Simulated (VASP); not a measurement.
# HPt (P4_2/mmc) in VASP: single point with r2SCAN

Aim: the single point of HPt with r2SCAN.

All numbers are computed with VASP 6.6.1; they aren't measurements. Logs are shortened: lines on timing, memory, paths and dates and some standing lists are left out, and cuts for length are marked.

**1. The cell of the first run**

Symmetry: P4_2/mmc, No. 131, tetragonal system. Conventional cell: a = 3.153 Å, b = 3.153 Å, c = 4.812 Å, α = 90.00°, β = 90.00°, γ = 90.00°. Pt (site symmetry mmm) has 4 H at 1.98 Å within 2.6 Å. H (site symmetry -4m2) has 4 Pt at 1.98 Å and 2 H at 2.41 Å within 2.6 Å.

**2. Single point, r2SCAN**

File POSCAR:

```
HPt
1.0
    4.4597110000      0.0000000000      0.0000000000
    0.0000000000      4.4597110000      0.0000000000
    0.0000000000      0.0000000000      4.8117430000
Pt H
4 4
Direct
    0.2500000000      0.2500000000      0.2500000000
    0.2500000000      0.7500000000      0.7500000000
    0.7500000000      0.7500000000      0.2500000000
    0.7500000000      0.2500000000      0.7500000000
    0.0000000000      0.0000000000      0.0000000000
    0.5000000000      0.5000000000      0.5000000000
    0.0000000000      0.0000000000      0.5000000000
    0.5000000000      0.5000000000      0.0000000000
```

File INCAR.step1:

```
PREC = Accurate
ENCUT = 520
ISMEAR = -1
SIGMA = 0.1
LREAL = F
LASPH = T
NELM = 60
NBANDS = 32
GGA = PE
ALGO = Normal
EDIFF = 1E-4
LWAVE = T
LCHARG = F
```

File INCAR.step2:

```
PREC = Accurate
ENCUT = 520
EDIFF = 1E-6
ISMEAR = -1
SIGMA = 0.1
LREAL = F
LASPH = T
NELM = 60
ALGO = Normal
ISIF = 2
LWAVE = F
LCHARG = F
METAGGA = R2SCAN
LMIXTAU = T
NBANDS = 32
ISTART = 1
```

File KPOINTS:

```
regular mesh
0
Gamma
  8 8 7
```

Potentials or basis: VASP PAW PBE potentials, release 64 (Pt, H).

On the command line:

```
$ cat potpaw_PBE.64/Pt/POTCAR potpaw_PBE.64/H/POTCAR > POTCAR
$ cp INCAR.step1 INCAR
$ mpirun -np 1 vasp_std > vasp.out
$ cp INCAR.step2 INCAR
$ mpirun -np 1 vasp_std > vasp.out
```

OUTCAR:

```text
PREC = Accurate
   ENCUT = 520
   EDIFF = 1E-6
   ISMEAR = -1
   LREAL = F
   LASPH = T
   NELM = 60
   ISIF = 2
   METAGGA = R2SCAN
   ISTART = 1

 ion  position               nearest neighbor table
   1  0.250  0.250  0.250-   5 1.98   6 1.98   7 1.98   8 1.98   3 3.15   3 3.15   3 3.15   3 3.15
                             4 3.28   2 3.28   2 3.28   2 3.28   4 3.28   4 3.28   4 3.28   2 3.28
   2  0.250  0.750  0.750-   5 1.98   6 1.98   7 1.98   8 1.98   4 3.15   4 3.15   4 3.15   4 3.15
                             3 3.28   1 3.28   3 3.28   1 3.28   3 3.28   1 3.28   3 3.28   1 3.28
   3  0.750  0.750  0.250-   5 1.98   6 1.98   7 1.98   8 1.98   1 3.15   1 3.15   1 3.15   1 3.15
                             4 3.28   2 3.28   4 3.28   4 3.28   4 3.28   2 3.28   2 3.28   2 3.28
   4  0.750  0.250  0.750-   5 1.98   6 1.98   7 1.98   8 1.98   2 3.15   2 3.15   2 3.15   2 3.15
                             3 3.28   1 3.28   3 3.28   3 3.28   1 3.28   3 3.28   1 3.28   1 3.28
   5  0.000  0.000  0.000-   1 1.98   2 1.98   3 1.98   4 1.98
   6  0.500  0.500  0.500-   1 1.98   2 1.98   3 1.98   4 1.98
   7  0.000  0.000  0.500-   1 1.98   2 1.98   3 1.98   4 1.98
   8  0.500  0.500  0.000-   1 1.98   2 1.98   3 1.98   4 1.98

  LATTYP: Found a simple tetragonal cell.
 ALAT       =     4.4597110000
 C/A-ratio  =     1.0789360566

  Lattice vectors:

 A1 = (   4.4597110000,   0.0000000000,   0.0000000000)
 A2 = (   0.0000000000,   4.4597110000,   0.0000000000)
 A3 = (   0.0000000000,   0.0000000000,   4.8117430000)

Analysis of symmetry for initial positions (statically):
=====================================================================
 Subroutine PRICEL returns following result:

  LATTYP: Found a simple tetragonal cell.
 ALAT       =     3.1534918902
 C/A-ratio  =     1.5258460042

  Lattice vectors:

 A1 = (   2.2298555000,  -2.2298555000,   0.0000000000)
 A2 = (   2.2298555000,   2.2298555000,   0.0000000000)
 A3 = (   0.0000000000,   0.0000000000,   4.8117430000)

   2 primitive cells build up your supercell.

 Routine SETGRP: Setting up the symmetry group for a
 simple tetragonal supercell.

 Subroutine GETGRP returns: Found 16 space group operations
 (whereof  8 operations were pure point group operations)
 out of a pool of 16 trial point group operations.

The static configuration has the point symmetry D_2d.
 The point group associated with its full space group is D_4h.

Analysis of symmetry for dynamics (positions and initial velocities):
=====================================================================
 Subroutine PRICEL returns following result:

  LATTYP: Found a simple tetragonal cell.
 ALAT       =     3.1534918902
 C/A-ratio  =     1.5258460042

  Lattice vectors:

 A1 = (   2.2298555000,  -2.2298555000,   0.0000000000)
 A2 = (   2.2298555000,   2.2298555000,   0.0000000000)
 A3 = (   0.0000000000,   0.0000000000,   4.8117430000)

   2 primitive cells build up your supercell.

 Routine SETGRP: Setting up the symmetry group for a
 simple tetragonal supercell.

 Subroutine GETGRP returns: Found 16 space group operations
 (whereof  8 operations were pure point group operations)
 out of a pool of 16 trial point group operations.

The dynamic configuration has the point symmetry D_2d.
 The point group associated with its full space group is D_4h.

 Subroutine INISYM returns: Found 16 space group operations
 (whereof  8 operations are pure point group operations),
 and found     2 'primitive' translations

----------------------------------------------------------------------------------------

                                     Primitive cell

  volume of cell :      47.8504

  direct lattice vectors                    reciprocal lattice vectors
     2.229855500 -2.229855500  0.000000000     0.224229776 -0.224229776  0.000000000
     2.229855500  2.229855500  0.000000000     0.224229776  0.224229776  0.000000000
     0.000000000  0.000000000  4.811743000     0.000000000  0.000000000  0.207824898

  length of vectors
     3.153491890  3.153491890  4.811743000     0.317108791  0.317108791  0.207824898

  position of ions in fractional coordinates (direct lattice)
     0.000000000  0.500000000  0.250000000
     0.500000000  0.000000000  0.750000000
     0.000000000  0.000000000  0.000000000
     0.000000000  0.000000000  0.500000000

  ion indices of the primitive-cell ions
   primitive index   ion index
                 1           1
                 2           2
                 3           5
                 4           6

----------------------------------------------------------------------------------------

 KPOINTS: regular mesh

Automatic generation of k-mesh.
 Grid dimensions read from file:
 generate k-points for:    8    8    7

 Generating k-lattice:

  Cartesian coordinates                     Fractional coordinates (reciprocal lattice)
     0.028028722  0.000000000  0.000000000     0.125000000  0.000000000  0.000000000
     0.000000000  0.028028722  0.000000000     0.000000000  0.125000000  0.000000000
     0.000000000  0.000000000  0.029689271     0.000000000  0.000000000  0.142857143

  Length of vectors
     0.028028722  0.028028722  0.029689271

  Shift w.r.t. Gamma in fractional coordinates (k-lattice)
     0.000000000  0.000000000  0.000000000

 Subroutine IBZKPT returns following result:
 ===========================================

 Found     60 irreducible k-points:

 Following reciprocal coordinates:
            Coordinates               Weight
  0.000000  0.000000  0.000000      1.000000
  0.125000  0.000000  0.000000      4.000000
  0.250000  0.000000  0.000000      4.000000
  0.375000  0.000000  0.000000      4.000000
  0.500000  0.000000  0.000000      2.000000
  0.125000  0.125000  0.000000      4.000000
[... 16 lines left out ...]
  0.375000  0.125000  0.142857     16.000000
  0.500000  0.125000  0.142857      8.000000
 [... further k-points ...]
   k-points           NKPTS =     60   k-points in BZ     NKDIM =     60   number of bands    NBANDS=     32
   number of dos      NEDOS =    301   number of ions     NIONS =      8
   total plane-waves  NPLWV =  46656
   dimension x,y,z NGX =    36 NGY =   36 NGZ =   36
   dimension x,y,z NGXF=    72 NGYF=   72 NGZF=   72
   ions per type =               4   4
   NGX,Y,Z   is equivalent  to a cutoff of  13.42, 13.42, 12.44 a.u.
   NGXF,Y,Z  is equivalent  to a cutoff of  26.84, 26.84, 24.88 a.u.
 SYSTEM =  unknown system
   PREC   = accura    normal or accurate (medium, high low for compatibility)
   ISTART =      1    job   : 0-new  1-cont  2-samecut
   ICHARG =      0    charge: 1-file 2-atom 10-const
   ISPIN  =      1    spin polarized calculation?
   LNONCOLLINEAR =      F non collinear calculations
   LSORBIT =      F    spin-orbit coupling
   LASPH  =      T    aspherical Exc in radial PAW
   ENCUT  =  520.0 eV  38.22 Ry    6.18 a.u.   8.29  8.29  8.95*2*pi/ulx,y,z
   NELM   =     60;   NELMIN=  2; NELMDL=  0     # of ELM steps
   EDIFF  = 0.1E-05   stopping-criterion for ELM
   LREAL  =      F    real-space projection
   EDIFFG = 0.1E-04   stopping-criterion for IOM
   NSW    =      0    number of steps for IOM
   IBRION =     -1    ionic relax: 0-MD 1-quasi-New 2-CG
   NFREE  =      0    steps in history (QN), initial steepest desc. (CG)
   ISIF   =      2    stress and relaxation
   ISYM   =      2    0-nonsym 1-usesym 2-fastsym
   POTIM  = 0.5000    time-step for ionic-motion
   TEBEG  =    0.0;   TEEND  =   0.0 temperature during run
   PSTRESS=    0.0 pullay stress
   NELECT =      44.0000    total number of electrons
   NUPDOWN=      -1.0000    fix difference up-down
   EMIN   =  10.00;   EMAX   =-10.00  energy-range for DOS
   EFERMI =   0.00;   METHOD = LEGACY
   ISMEAR =    -1;   SIGMA  =   0.10  broadening in eV -4-tet -1-fermi 0-gaus
   EFERMI_NEDOS =   21; number of points for ismear=-14 and -15
   IALGO  =     38    algorithm
   IMIX   =      4    mixing-type and parameters
     AMIX     =   0.40;   BMIX     =  1.00
     AMIX_MAG =   1.60;   BMIX_MAG =  1.00
  volume/ion in A,a.u.               =      11.96        80.73
  Fermi-wavevector in a.u.,A,eV,Ry     =   1.263534  2.387734 21.721966  1.596519
  Thomas-Fermi vector in A             =   2.396886
   LORBIT       =      0    0 simple, 1 ext, 2 COOP (PROOUT), +10 PAW based schemes
   METAGGA = R2SCAN    functional components
   LHFCALC =     F    Hartree Fock is set to
   AEXX    =    0.0000 exact exchange contribution
   IVDW    =     0    specifies the selected vdW correction
   LEPSILON=     F    determine dielectric tensor
   LRPA    =     F    only Hartree local field effects (RPA)
 non-spin polarized calculation
  energy-cutoff  :      520.00
  volume of cell :       95.70
 maximum number of plane-waves:      2613
 NGX is ok and might be reduce to    36
   NGX = 17   NGY = 17   NGZ = 17

 number of electron      44.0000003 magnetization

 Free energy of the ion-electron system (eV)
  ---------------------------------------------------
  ext. energy  EPLUGINS =         0.00000000
  ---------------------------------------------------
  free energy    TOTEN  =      -216.88129785 eV

  energy without entropy =     -216.79909217  energy(sigma->0) =     -216.84019501

 E-fermi :   5.5522     XC(G=0): -12.1250

 val. band max:        5.5163160352   @ k =   0.1250   0.1250   0.1429
 cond. band min:       5.5523745341   @ k =   0.2500   0.2500   0.2857
 fundamental gap:      0.0360584989
 Fermi energy:         5.5521992004

 k-point     1 :       0.0000    0.0000    0.0000
  band No.  band energies     occupation
      1      -4.5133      2.00000
      2      -1.9053      2.00000
      3       0.4941      2.00000
      4       0.9671      2.00000
      5       1.1655      2.00000
      6       1.2623      2.00000
[... 24 lines left out ...]
     31      13.7654      0.00000
     32      14.4242      0.00000
[... 774 lines left out ...]
      2      -2.5617      2.00000
      3      -0.8659      2.00000
      4      -0.8659      2.00000
      5       2.1284      2.00000
      6       2.1284      2.00000
[... 24 lines left out ...]
     31      14.7643      0.00000
     32      14.7643      0.00000

 [... further k-points ...]

------------------------ aborting loop because EDIFF is reached ----------------------------------------

  FORCE on cell =-STRESS in cart. coord.  units (eV):
  Direction    XX          YY          ZZ          XY          YZ          ZX
  --------------------------------------------------------------------------------------
  -------------------------------------------------------------------------------------
  Total      -14.9836077    -14.9836077    -13.7080449      0.0000000      0.0000000      0.0000000
  in kB     -250.8482761   -250.8482761   -229.4934242      0.0000000      0.0000000      0.0000000
  external PRESSURE =    -243.7299921 kB  Pullay stress =       0.0000000 kB

 VOLUME and BASIS-vectors are now :
 -----------------------------------------------------------------------------
  energy-cutoff  :      520.00
  volume of cell :       95.70
      direct lattice vectors                 reciprocal lattice vectors
     4.459711000  0.000000000  0.000000000     0.224229776  0.000000000  0.000000000
     0.000000000  4.459711000  0.000000000     0.000000000  0.224229776  0.000000000
     0.000000000  0.000000000  4.811743000     0.000000000  0.000000000  0.207824898

 POSITION                                       TOTAL-FORCE (eV/Angst)
 -----------------------------------------------------------------------------------
      1.11493      1.11493      1.20294         0.000000      0.000000      0.000000
      1.11493      3.34478      3.60881        -0.000000     -0.000000     -0.000000
      3.34478      3.34478      1.20294         0.000000      0.000000      0.000000
      3.34478      1.11493      3.60881        -0.000000      0.000000     -0.000000
      0.00000      0.00000      0.00000        -0.000000      0.000000     -0.000000
      2.22986      2.22986      2.40587         0.000000      0.000000     -0.000000
      0.00000      0.00000      2.40587         0.000000      0.000000     -0.000000
      2.22986      2.22986      0.00000        -0.000000      0.000000     -0.000000
 -----------------------------------------------------------------------------------
    total drift:                                0.000000      0.000000     -0.000000

  FREE ENERGIE OF THE ION-ELECTRON SYSTEM (eV)
  ---------------------------------------------------
  free  energy   TOTEN  =      -216.8812978505 eV

  energy  without entropy=     -216.7990921725  energy(sigma->0) =     -216.84019501
```

Run time: 9.1 min. Hardware: 1 thread of AMD EPYC 7R13 (Zen 3), shared host; peak memory 0.28 GiB.

What came out:

* Free energy: -216.8813 eV
* Pressure: -24.4 GPa
* Band gap on the k mesh: zero (bands 22 and 23 overlap by 0.70 eV)

Stress tensor (GPa, compression positive):
```
-25.08   0.00   0.00
  0.00 -25.08   0.00
  0.00   0.00 -22.95
```

Levels at points of the mesh, in eV from the Fermi level:
```
           k point  band 20  band 21  band 22  band 23  band 24  band 25
(0.00, 0.00, 0.00)    -0.50    -0.43    -0.25    -0.25     2.69     3.33
(0.50, 0.00, 0.00)    -1.19    -0.57    -0.57     2.62     2.62     3.01
(0.50, 0.50, 0.00)    -1.17     0.37     0.37     0.47     0.47     3.68
```

Caveat: the cell stands under tension; the PAW data sets were made with another functional, which shifts forces and pressure a little; spin-orbit coupling is left out, which moves the levels of the heavy elements.
